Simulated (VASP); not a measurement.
# Ni3Ge (Pm-3m) in VASP: further runs

Ni3Ge is run at these levels: LDA; tasks: single point.

Everything below comes from runs of VASP 6.6.1. Logs are shortened: lines on timing, memory, paths and dates and some standing lists are left out, and cuts for length are marked.

**1. The cell of the first run**

It takes space group Pm-3m (No. 221, cubic). Conventional cell: a = 3.417 Å, b = 3.417 Å, c = 3.417 Å, α = 90.00°, β = 90.00°, γ = 90.00°. Within 3.2 Å of Ni (site symmetry 4/mmm) lie 8 Ni at 2.42 Å and 4 Ge at 2.42 Å. Within 3.2 Å of Ge (site symmetry m-3m) lie 12 Ni at 2.42 Å.

**2. Single point, LDA, collinear spin, ferromagnetic start (9.98 Å³/atom)**

The input, INCAR:

```
ALGO = Normal ; EDIFF = 1E-7
ENCUT = 520 ; ISIF = 2
ISMEAR = 0 ; ISPIN = 2
LASPH = True ; LCHARG = False
LMAXMIX = 4 ; LORBIT = 11
LREAL = False ; LWAVE = False
MAGMOM = 0.25 0.25 0.25 0 ; NBANDS = 34
NELM = 150 ; NUPDOWN = 0.75
PREC = Accurate ; SIGMA = 0.15
```

The input, KPOINTS:

```
k-points
0
Gamma
  12 12 12
```

The input, POSCAR:

```
Ni3Ge
1.0
    3.4174420872      0.0000000000      0.0000000000
    0.0000000000      3.4174420872      0.0000000000
    0.0000000000      0.0000000000      3.4174420872
Ni Ge
3 1
Direct
    0.5000000000      0.0000000000      0.5000000000
    0.0000000000      0.5000000000      0.5000000000
    0.5000000000      0.5000000000      0.0000000000
    0.0000000000      0.0000000000      0.0000000000
```

Potentials or basis: VASP PAW LDA potentials, release 64 (Ni, Ge_d).

Command:

```console
$ cat potpaw_LDA.64/Ni/POTCAR potpaw_LDA.64/Ge_d/POTCAR > POTCAR
$ mpirun -np 1 vasp_std > vasp.out
```

OUTCAR:

```text
EDIFF = 1E-7
   ENCUT = 520
   ISIF = 2
   ISMEAR = 0
   ISPIN = 2
   LASPH = True
   LORBIT = 11
   LREAL = False
   NELM = 150
   NUPDOWN = 0.75
   PREC = Accurate

 ion  position               nearest neighbor table
   1  0.500  0.000  0.500-   2 2.42   3 2.42   4 2.42   3 2.42   4 2.42   2 2.42   3 2.42   3 2.42
                             2 2.42   4 2.42   4 2.42   2 2.42
   2  0.000  0.500  0.500-   1 2.42   3 2.42   4 2.42   3 2.42   4 2.42   1 2.42   4 2.42   4 2.42
                             1 2.42   3 2.42   3 2.42   1 2.42
   3  0.500  0.500  0.000-   1 2.42   2 2.42   4 2.42   1 2.42   2 2.42   1 2.42   4 2.42   1 2.42
                             2 2.42   4 2.42   2 2.42   4 2.42
   4  0.000  0.000  0.000-   1 2.42   2 2.42   3 2.42   1 2.42   2 2.42   2 2.42   3 2.42   2 2.42
                             1 2.42   3 2.42   1 2.42   3 2.42

  LATTYP: Found a simple cubic cell.
 ALAT       =     3.4174420872

  Lattice vectors:

 A1 = (   3.4174420872,   0.0000000000,   0.0000000000)
 A2 = (   0.0000000000,   3.4174420872,   0.0000000000)
 A3 = (   0.0000000000,   0.0000000000,   3.4174420872)

Analysis of symmetry for initial positions (statically):
=====================================================================
 Subroutine PRICEL returns:
 Original cell was already a primitive cell.

 Routine SETGRP: Setting up the symmetry group for a
 simple cubic supercell.

 Subroutine GETGRP returns: Found 48 space group operations
 (whereof 48 operations were pure point group operations)
 out of a pool of 48 trial point group operations.

The static configuration has the point symmetry O_h .

Analysis of symmetry for dynamics (positions and initial velocities):
=====================================================================
 Subroutine PRICEL returns:
 Original cell was already a primitive cell.

 Routine SETGRP: Setting up the symmetry group for a
 simple cubic supercell.

 Subroutine GETGRP returns: Found 48 space group operations
 (whereof 48 operations were pure point group operations)
 out of a pool of 48 trial point group operations.

The dynamic configuration has the point symmetry O_h .

Analysis of structural, dynamic, and magnetic symmetry:
=====================================================================
 Subroutine PRICEL returns:
 Original cell was already a primitive cell.

 Routine SETGRP: Setting up the symmetry group for a
 simple cubic supercell.

 Subroutine GETGRP returns: Found 48 space group operations
 (whereof 48 operations were pure point group operations)
 out of a pool of 48 trial point group operations.

[... 127 lines left out ...]
  Thomas-Fermi vector in A             =   2.772998
   LORBIT       =     11    0 simple, 1 ext, 2 COOP (PROOUT), +10 PAW based schemes
   GGA     = CA    functional components
   LHFCALC =     F    Hartree Fock is set to
   AEXX    =    0.0000 exact exchange contribution
   IVDW    =     0    specifies the selected vdW correction
   LEPSILON=     F    determine dielectric tensor
   LRPA    =     F    only Hartree local field effects (RPA)
 spin polarized calculation
 Gauss-broadening in eV      SIGMA  =   0.15
  energy-cutoff  :      520.00
  volume of cell :       39.91
 maximum number of plane-waves:      1108
 NGX is ok and might be reduce to    28
   NGX = 13   NGY = 13   NGZ = 13

 number of electron      44.0000016 magnetization       0.7499999

 Free energy of the ion-electron system (eV)
  ---------------------------------------------------
  ext. energy  EPLUGINS =         0.00000000
  ---------------------------------------------------
  free energy    TOTEN  =       -26.13894302 eV

  energy without entropy =      -26.10517729  energy(sigma->0) =      -26.12206016

 E-fermi :  11.4546     XC(G=0): -14.4185

 val. band max:       12.0808342740   @ k =   0.1667   0.0833   0.0000
 cond. band min:      11.4552761970   @ k =   0.5000   0.4167   0.4167
 fundamental gap:     -0.6255580771
 Fermi energy:        12.0841300173

 spin component 1

 k-point     1 :       0.0000    0.0000    0.0000
  band No.  band energies     occupation
      1     -13.1808      1.00000
      2     -13.1808      1.00000
      3     -13.1595      1.00000
      4     -13.1595      1.00000
      5     -13.1595      1.00000
      6      -1.7540      1.00000
[... 877 lines left out ...]
     33      26.1696      0.00000
     34      27.8998      0.00000

 [... further k-points ...]

 spin component 2

 k-point     1 :       0.0000    0.0000    0.0000
  band No.  band energies     occupation
      1     -13.1791      1.00000
      2     -13.1791      1.00000
      3     -13.1581      1.00000
      4     -13.1581      1.00000
      5     -13.1581      1.00000
      6      -1.7338      1.00000
[... 877 lines left out ...]
     33      26.2247      0.00000
     34      27.9483      0.00000

 [... further k-points ...]
[... 5 lines left out ...]
  --------------------------------------------------------------------------------------
  -------------------------------------------------------------------------------------
  Total        4.6352373      4.6352373      4.6352373     -0.0000000      0.0000000     -0.0000000
  in kB      186.0711585    186.0711585    186.0711585     -0.0000000      0.0000000     -0.0000000
  external PRESSURE =     186.0711585 kB  Pullay stress =       0.0000000 kB

 VOLUME and BASIS-vectors are now :
 -----------------------------------------------------------------------------
  energy-cutoff  :      520.00
  volume of cell :       39.91
      direct lattice vectors                 reciprocal lattice vectors
     3.417442087  0.000000000  0.000000000     0.292616517  0.000000000  0.000000000
     0.000000000  3.417442087  0.000000000     0.000000000  0.292616517  0.000000000
     0.000000000  0.000000000  3.417442087     0.000000000  0.000000000  0.292616517

 POSITION                                       TOTAL-FORCE (eV/Angst)
 -----------------------------------------------------------------------------------
      1.70872      0.00000      1.70872         0.000000      0.000000      0.000000
      0.00000      1.70872      1.70872         0.000000      0.000000      0.000000
      1.70872      1.70872      0.00000         0.000000      0.000000      0.000000
      0.00000      0.00000      0.00000         0.000000      0.000000      0.000000
 -----------------------------------------------------------------------------------
    total drift:                                0.000000      0.000000      0.000000

  FREE ENERGIE OF THE ION-ELECTRON SYSTEM (eV)
  ---------------------------------------------------
  free  energy   TOTEN  =       -26.1389430184 eV

  energy  without entropy=      -26.1051772930  energy(sigma->0) =      -26.12206016

 total charge

# of ion       s       p       d       tot
------------------------------------------
    1        0.521   0.652   8.498   9.672
    2        0.521   0.652   8.498   9.672
    3        0.521   0.652   8.498   9.672
    4        1.103   1.365  10.194  12.662
--------------------------------------------------
tot          2.667   3.321  35.689  41.677

 magnetization (x)

# of ion       s       p       d       tot
------------------------------------------
    1       -0.001   0.001   0.245   0.245
    2       -0.001   0.001   0.245   0.245
    3       -0.001   0.001   0.245   0.245
    4       -0.001   0.012  -0.004   0.008
--------------------------------------------------
tot         -0.005   0.015   0.732   0.741
```

Run time: 85 s. Hardware: 1 thread of Intel Xeon 6975P-C (Granite Rapids), shared host; peak memory 0.27 GiB.

Results:

- Free energy: -26.1389 eV
- Pressure: 18.6 GPa
- Net moment: 0.75 μB per cell
- Site moments: Ni +0.24; Ge +0.01 μB
- Valence electrons inside the program's atomic spheres: Ni 9.67; Ge 12.66

Caveat: the cell stands under pressure; the total moment is fixed, so each spin has its own Fermi level and the state may be an excited one.

**3. Single point, LDA, collinear spin, ferromagnetic start (9.98 Å³/atom)**

The input, INCAR:

```
SYSTEM = Ni3Ge
ALGO = Normal
EDIFF = 1E-6
ENCUT = 520
GGA = CA
ISIF = 2
ISMEAR = 0
ISPIN = 2
LASPH = .True.
LCHARG = .False.
LMAXMIX = 4
LORBIT = 11
LREAL = .False.
LWAVE = .False.
MAGMOM = 1 1 1 0
NBANDS = 34
NELM = 150
NUPDOWN = 3.0
PREC = Accurate
SIGMA = 0.15
```

The input, KPOINTS:

```
k-points
0
Gamma
  12 12 12
  0 0 0
```

POSCAR is that of step 2.

Potentials or basis: VASP PAW LDA potentials, release 64 (Ni, Ge_d).

Command:

```console
$ cat potpaw_LDA.64/Ni/POTCAR potpaw_LDA.64/Ge_d/POTCAR > POTCAR
$ mpirun -np 1 vasp_std > vasp.out
```

Run time: 84 s. Hardware: 1 thread of Intel Xeon 6975P-C (Granite Rapids), shared host; peak memory 0.27 GiB.

Results (log left out):

```yaml
Free_energy: -24.7208 eV
Pressure: 28.0 GPa
Net_moment: 3.00 μB per cell
Site_moments: Ni +0.90; Ge +0.19 μB
Valence_electrons_inside_the_program's_atomic_spheres: Ni 9.64; Ge 12.72
```

Caveat: the cell stands under pressure; the total moment is fixed, so each spin has its own Fermi level and the state may be an excited one.

**4. Single point, LDA, collinear spin, ferromagnetic start (8.71 Å³/atom)**

This run uses another cell than the first one, of 8.71 Å³/atom.

The input, INCAR:

```
SYSTEM = Ni3Ge
PREC     = Accurate       ! precision mode
ENCUT    = 520            ! plane-wave cutoff, eV
EDIFF    = 1E-6           ! SCF threshold, eV
ISMEAR   = 0              ! smearing method
SIGMA    = 0.15           ! smearing width, eV
LREAL    = .False.        ! projectors in reciprocal space
LASPH    = .True.         ! aspherical terms in the spheres
NELM     = 150            ! most SCF steps
ALGO     = Normal         ! electronic algorithm
ISIF     = 2              ! what is computed and relaxed
LWAVE    = .False.        ! write WAVECAR
LCHARG   = .False.        ! write CHGCAR
ISPIN    = 2              ! spin polarisation
MAGMOM   = 0.375 0.375 0.375 0 ! initial moments
LORBIT   = 11             ! projections on sites
NUPDOWN  = 1.125          ! fixed moment
LMAXMIX  = 4              ! l up to which the mixer works
NBANDS   = 34             ! bands
```

The input, KPOINTS:

```
Automatic mesh
0
Gamma
  12 12 12
  0 0 0
```

The input, POSCAR:

```
Ni3Ge
1.0
    3.2654491275      0.0000000000      0.0000000000
    0.0000000000      3.2654491275      0.0000000000
    0.0000000000      0.0000000000      3.2654491275
Ni Ge
3 1
Direct
    0.5000000000      0.0000000000      0.5000000000
    0.0000000000      0.5000000000      0.5000000000
    0.5000000000      0.5000000000      0.0000000000
    0.0000000000      0.0000000000      0.0000000000
```

Command:

```console
$ cat potpaw_LDA.64/Ni/POTCAR potpaw_LDA.64/Ge_d/POTCAR > POTCAR
$ mpirun -np 1 vasp_std > vasp.out
```

It took 51 s on 1 thread of Intel Xeon 6975P-C (Granite Rapids), shared host; peak memory 0.24 GiB.

The run converged. Its results:

| Property | Result |
| --- | --- |
| Free energy | -24.5440 eV |
| Pressure | 79.7 GPa |
| Net moment | 1.13 μB per cell |
| Site moments | Ni +0.36; Ge +0.03 μB |
| Valence electrons inside the program's atomic spheres | Ni 10.04; Ge 12.97 |

Caveat: the cell stands under pressure; the total moment is fixed, so each spin has its own Fermi level and the state may be an excited one.

**5. Summary**

```csv
fixed moment (μB),cell,pressure (GPa),moment (μB)
0.75,"a = 3.417 Å, 4 atoms",18.6,0.75
3.0,"a = 3.417 Å, 4 atoms",28.0,3.00
1.125,"a = 3.265 Å, 4 atoms",79.7,1.13
```

Alike in all rows: task single point; level LDA; potentials or basis VASP PAW LDA potentials, release 64 (Ni, Ge_d); spin collinear, ferromagnetic start; k mesh 12 × 12 × 12; cutoff (eV) 520; smearing gaussian 0.15 eV.

Caveats: the cell stands under pressure; the total moment is fixed, so each spin has its own Fermi level and the state may be an excited one.

Total energies depend on the potentials used, so only differences within one code and one set of settings carry meaning.
